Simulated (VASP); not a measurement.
# Si16Ge (a cell with a defect) in VASP: relaxation of the atoms with PBEsol

Aim: the relaxation of the atoms of Si16Ge (a cell with a defect) with PBEsol.

Everything below comes from runs of VASP 6.6.1. Logs are shortened: lines on timing, memory, paths and dates and some standing lists are left out, and cuts for length are marked.

### 1 The cell of the first run

The cell holds a defect, 17 atoms: a = 7.679 Å, b = 7.679 Å, c = 7.679 Å, α = 60.00°, β = 60.00°, γ = 60.00°.

### 2 Relaxation of the atoms, PBEsol

File INCAR:

```
  ALGO = Normal
  EDIFF = 1E-6
  EDIFFG = -0.03
  ENCUT = 520
  GGA = PS
  IBRION = 2
  ISIF = 2
  ISMEAR = 0
  LASPH = T
  LCHARG = F
  LREAL = Auto
  LWAVE = F
  NELM = 80
  NSW = 80
  PREC = Accurate
  SIGMA = 0.05
```

File KPOINTS:

```
k-points
0
Gamma
  2 2 2
```

File POSCAR:

```
Si16Ge
1.0
    0.0000000000      5.4300000000      5.4300000000
    5.4300000000      0.0000000000      5.4300000000
    5.4300000000      5.4300000000      0.0000000000
Si Ge
16 1
Direct
    0.0000000000      0.0000000000      0.0000000000
    0.1250000000      0.1250000000      0.1250000000
    0.0000000000      0.0000000000      0.5000000000
    0.1250000000      0.1250000000      0.6250000000
    0.0000000000      0.5000000000      0.0000000000
    0.1250000000      0.6250000000      0.1250000000
    0.0000000000      0.5000000000      0.5000000000
    0.1250000000      0.6250000000      0.6250000000
    0.5000000000      0.0000000000      0.0000000000
    0.6250000000      0.1250000000      0.1250000000
    0.5000000000      0.0000000000      0.5000000000
    0.6250000000      0.1250000000      0.6250000000
    0.5000000000      0.5000000000      0.0000000000
    0.6250000000      0.6250000000      0.1250000000
    0.5000000000      0.5000000000      0.5000000000
    0.6250000000      0.6250000000      0.6250000000
    0.2429515000      0.7535791000      0.7439033000
```

Potentials or basis: VASP PAW PBE potentials, release 64 (Si, Ge_d).

On the command line:

```bash
$ cat potpaw_PBE.64/Si/POTCAR potpaw_PBE.64/Ge_d/POTCAR > POTCAR
$ mpirun -np 1 vasp_std > vasp.out
```

OUTCAR:

```text
EDIFF = 1E-6
   EDIFFG = -0.03
   ENCUT = 520
   GGA = PS
   IBRION = 2
   ISIF = 2
   ISMEAR = 0
   LASPH = T
   LREAL = Auto
   NELM = 80
   NSW = 80
   PREC = Accurate

 ion  position               nearest neighbor table
   1  0.000  0.000  0.000-   2 2.35   4 2.35   6 2.35  10 2.35  17 2.73
   2  0.125  0.125  0.125-   1 2.35   3 2.35   5 2.35   9 2.35
   3  0.000  0.000  0.500-   2 2.35   4 2.35   8 2.35  12 2.35  17 2.64
   4  0.125  0.125  0.625-  17 2.33   3 2.35   7 2.35  11 2.35   1 2.35
   5  0.000  0.500  0.000-   2 2.35   6 2.35   8 2.35  14 2.35  17 2.70
   6  0.125  0.625  0.125-   1 2.35   5 2.35   7 2.35  13 2.35  17 2.39
   7  0.000  0.500  0.500-   4 2.35   6 2.35   8 2.35  16 2.35
   8  0.125  0.625  0.625-  17 2.29   5 2.35   7 2.35  15 2.35   3 2.35
   9  0.500  0.000  0.000-   2 2.35  10 2.35  12 2.35  14 2.35
  10  0.625  0.125  0.125-   1 2.35   9 2.35  11 2.35  13 2.35
  11  0.500  0.000  0.500-   4 2.35  10 2.35  12 2.35  16 2.35  17 2.73
  12  0.625  0.125  0.625-   3 2.35   9 2.35  11 2.35  15 2.35
  13  0.500  0.500  0.000-   6 2.35  10 2.35  14 2.35  16 2.35  17 2.79
  14  0.625  0.625  0.125-   5 2.35   9 2.35  13 2.35  15 2.35
  15  0.500  0.500  0.500-   8 2.35  12 2.35  14 2.35  16 2.35  17 2.70
  16  0.625  0.625  0.625-   7 2.35  11 2.35  13 2.35  15 2.35  17 2.40
  17  0.243  0.754  0.744-   8 2.29   4 2.33   6 2.39  16 2.40   3 2.64   5 2.70  15 2.70   1 2.73
                            11 2.73  13 2.79

  LATTYP: Found a face centered cubic cell.
 ALAT       =    10.8600000000

  Lattice vectors:

 A1 = (   0.0000000000,   5.4300000000,   5.4300000000)
 A2 = (   5.4300000000,   0.0000000000,   5.4300000000)
 A3 = (   5.4300000000,   5.4300000000,   0.0000000000)

Analysis of symmetry for initial positions (statically):
=====================================================================
 Subroutine PRICEL returns:
 Original cell was already a primitive cell.

 Routine SETGRP: Setting up the symmetry group for a
 face centered cubic supercell.

 Subroutine GETGRP returns: Found  1 space group operations
 (whereof  1 operations were pure point group operations)
 out of a pool of 48 trial point group operations.

The static configuration has the point symmetry C_1 .

Analysis of symmetry for dynamics (positions and initial velocities):
=====================================================================
 Subroutine PRICEL returns:
 Original cell was already a primitive cell.

 Routine SETGRP: Setting up the symmetry group for a
 face centered cubic supercell.

 Subroutine GETGRP returns: Found  1 space group operations
 (whereof  1 operations were pure point group operations)
 out of a pool of 48 trial point group operations.

The dynamic configuration has the point symmetry C_1 .

 Subroutine INISYM returns: Found  1 space group operations
 (whereof  1 operations are pure point group operations),
 and found     1 'primitive' translations
[... 104 lines left out ...]
   LSORBIT =      F    spin-orbit coupling
   LASPH  =      T    aspherical Exc in radial PAW
   ENCUT  =  520.0 eV  38.22 Ry    6.18 a.u.  14.28 14.28 14.28*2*pi/ulx,y,z
   NELM   =     80;   NELMIN=  2; NELMDL= -5     # of ELM steps
   EDIFF  = 0.1E-05   stopping-criterion for ELM
   LREAL  =      T    real-space projection
   EDIFFG = -.3E-01   stopping-criterion for IOM
   NSW    =     80    number of steps for IOM
   IBRION =      2    ionic relax: 0-MD 1-quasi-New 2-CG
   NFREE  =      1    steps in history (QN), initial steepest desc. (CG)
   ISIF   =      2    stress and relaxation
   ISYM   =      2    0-nonsym 1-usesym 2-fastsym
   POTIM  = 0.5000    time-step for ionic-motion
   TEBEG  =    0.0;   TEEND  =   0.0 temperature during run
   PSTRESS=    0.0 pullay stress
   NELECT =      78.0000    total number of electrons
   NUPDOWN=      -1.0000    fix difference up-down
   EMIN   =  10.00;   EMAX   =-10.00  energy-range for DOS
   EFERMI =   0.00;   METHOD = LEGACY
   ISMEAR =     0;   SIGMA  =   0.05  broadening in eV -4-tet -1-fermi 0-gaus
   EFERMI_NEDOS =   21; number of points for ismear=-14 and -15
   IALGO  =     38    algorithm
   IMIX   =      4    mixing-type and parameters
     AMIX     =   0.40;   BMIX     =  1.00
     AMIX_MAG =   1.60;   BMIX_MAG =  1.00
  volume/ion in A,a.u.               =      18.84       127.11
  Fermi-wavevector in a.u.,A,eV,Ry     =   1.022421  1.932096 14.222785  1.045345
  Thomas-Fermi vector in A             =   2.156100
   LORBIT       =      0    0 simple, 1 ext, 2 COOP (PROOUT), +10 PAW based schemes
   GGA     = PS    functional components
   LHFCALC =     F    Hartree Fock is set to
   AEXX    =    0.0000 exact exchange contribution
   IVDW    =     0    specifies the selected vdW correction
   LEPSILON=     F    determine dielectric tensor
   LRPA    =     F    only Hartree local field effects (RPA)
 conjugate gradient relaxation of ions
 non-spin polarized calculation
 Gauss-broadening in eV      SIGMA  =   0.05
  energy-cutoff  :      520.00
  volume of cell :      320.21
 maximum number of plane-waves:      8646
 NGX is ok and might be reduce to    60
   NGX = 29   NGY = 29   NGZ = 29

--------------------------------------- Ionic step        1  -------------------------------------------

 number of electron      78.0000005 magnetization

 Free energy of the ion-electron system (eV)
  ---------------------------------------------------
  ext. energy  EPLUGINS =         0.00000000
  ---------------------------------------------------
  free energy    TOTEN  =       -92.44416289 eV

  energy without entropy =      -92.43450787  energy(sigma->0) =      -92.43933538

------------------------ aborting loop because EDIFF is reached ----------------------------------------

  FORCE on cell =-STRESS in cart. coord.  units (eV):
  Direction    XX          YY          ZZ          XY          YZ          ZX
  --------------------------------------------------------------------------------------
  -------------------------------------------------------------------------------------
  Total       11.4878276     11.5195670     11.4889754      0.3173671      0.2389380      1.1479481
  in kB       57.4802975     57.6391083     57.4860406      1.5879724      1.1955459      5.7438536
  external PRESSURE =      57.5351488 kB  Pullay stress =       0.0000000 kB
[... 344 lines left out ...]
--------------------------------------- Ionic step        8  -------------------------------------------

 number of electron      78.0000000 magnetization

 Free energy of the ion-electron system (eV)
  ---------------------------------------------------
  ext. energy  EPLUGINS =         0.00000000
  ---------------------------------------------------
  free energy    TOTEN  =       -92.78688245 eV

  energy without entropy =      -92.77868072  energy(sigma->0) =      -92.78278158

 E-fermi :   6.7949     XC(G=0):  -9.8840

 val. band max:        6.5656502644   @ k =   0.0000   0.0000   0.0000
 cond. band min:       6.7962089927   @ k =   0.0000   0.0000   0.0000
 fundamental gap:      0.2305587283
 Fermi energy:         6.7948793306

 k-point     1 :       0.0000    0.0000    0.0000
  band No.  band energies     occupation
      1     -18.2745      2.00000
      2     -18.2744      2.00000
      3     -18.2741      2.00000
      4     -18.2604      2.00000
      5     -18.2603      2.00000
      6      -6.6132      2.00000
[... 441 lines left out ...]
  FREE ENERGIE OF THE ION-ELECTRON SYSTEM (eV)
  ---------------------------------------------------
  free  energy   TOTEN  =       -92.7868824520 eV

  energy  without entropy=      -92.7786807174  energy(sigma->0) =      -92.78278158

 reached required accuracy - stopping structural energy minimisation
```

OSZICAR:

```text
N       E                     dE             d eps       ncg     rms          rms(c)
DAV:   1     0.418258279836E+03    0.41826E+03   -0.30202E+04   920   0.176E+03
DAV:   2    -0.235422781391E+02   -0.44180E+03   -0.42018E+03   832   0.408E+02
DAV:   3    -0.905777000509E+02   -0.67035E+02   -0.63181E+02   944   0.112E+02
[... 54 lines left out ...]
DAV:   4    -0.927866769103E+02    0.56191E-06   -0.26658E-06   736   0.748E-03
   7 F= -.92786677E+02 E0= -.92782574E+02  d E =-.210987E-02
       N       E                     dE             d eps       ncg     rms          rms(c)
DAV:   1    -0.927868488328E+02   -0.17136E-03   -0.28153E-02  1032   0.608E-01    0.241E-02
DAV:   2    -0.927868833243E+02   -0.34492E-04   -0.40810E-04   960   0.831E-02    0.877E-03
DAV:   3    -0.927868824520E+02    0.87230E-06   -0.93969E-06   960   0.138E-02
   8 F= -.92786882E+02 E0= -.92782782E+02  d E =-.205542E-03
```

Run time: 16 min. Hardware: 1 thread of Intel Xeon Platinum 8488C (Sapphire Rapids), shared host; peak memory 0.56 GiB.

Results:

* Free energy: -92.7869 eV
* Energy gained by relaxing: 20.2 meV/atom
* Ionic steps: 8
* Pressure after relaxing: 4.7 GPa
* Largest force after relaxing: 0.027 eV/Å
* Band gap on the k mesh: zero (bands 39 and 40 overlap by 0.31 eV)

Forces in eV/Å, atoms in the order of the input:
```
Si  -0.005 -0.004  0.007
Si   0.006 -0.001 -0.006
Si  -0.002  0.006 -0.002
Si  -0.005 -0.010 -0.006
Si  -0.009 -0.006  0.004
Si   0.009 -0.001 -0.013
Si   0.002  0.005  0.001
Si   0.008 -0.003  0.007
Si  -0.001 -0.002 -0.001
Si   0.003  0.004  0.003
Si   0.007 -0.004 -0.004
Si  -0.006 -0.001  0.006
Si   0.001 -0.005  0.000
Si  -0.002  0.004 -0.002
Si   0.003 -0.007 -0.009
Si  -0.014  0.001  0.010
Ge   0.005  0.026  0.006
```

Step by step:
| step | energy change (eV) | largest force (eV/Å) | pressure (GPa) |
| --- | --- | --- | --- |
| 1 | 0.0000 | 1.9728 | 5.75 |
| 2 | -0.3300 | 0.2910 | 4.77 |
| 3 | -0.3304 | 0.3643 | 4.74 |
| 4 | -0.3403 | 0.1365 | 4.71 |
| 5 | -0.3404 | 0.1049 | 4.71 |
| 6 | -0.3423 | 0.0570 | 4.72 |
| 7 | -0.3425 | 0.0385 | 4.73 |
| 8 | -0.3427 | 0.0267 | 4.73 |

Final structure:
```xyz
17
Lattice="0.0000 5.4300 5.4300 5.4300 0.0000 5.4300 5.4300 5.4300 0.0000" Properties=species:S:1:pos:R:3 pbc="T T T"
Si    0.0476    5.4286    5.4310
Si    1.3474    1.3654    1.3669
Si    2.7142    8.0941    5.4291
Si    4.1165    4.0292    1.4015
Si    2.7131    5.4279    8.0963
Si    4.1084    1.3930    4.0365
Si    5.4269    8.1288    8.1407
Si    6.7387    4.0244    4.0237
Si    5.4302    2.7163    8.1453
Si    1.3502    4.0640    4.0650
Si    2.7161    5.4285    2.7624
Si    4.0819    6.7953    4.0625
Si    2.7150    2.7602    5.4299
Si    4.0802    4.0632    6.7951
Si    5.3815    5.4278    5.4280
Si    6.7522    6.8222    6.8226
Ge    8.1414    5.4096    5.4248
```

Caveat: the k points lie up to 0.50 Å⁻¹ apart; the PAW data sets were made with another functional, which shifts forces and pressure a little.

The gap in the log of VASP goes by the Fermi energy; the results here count the filled bands.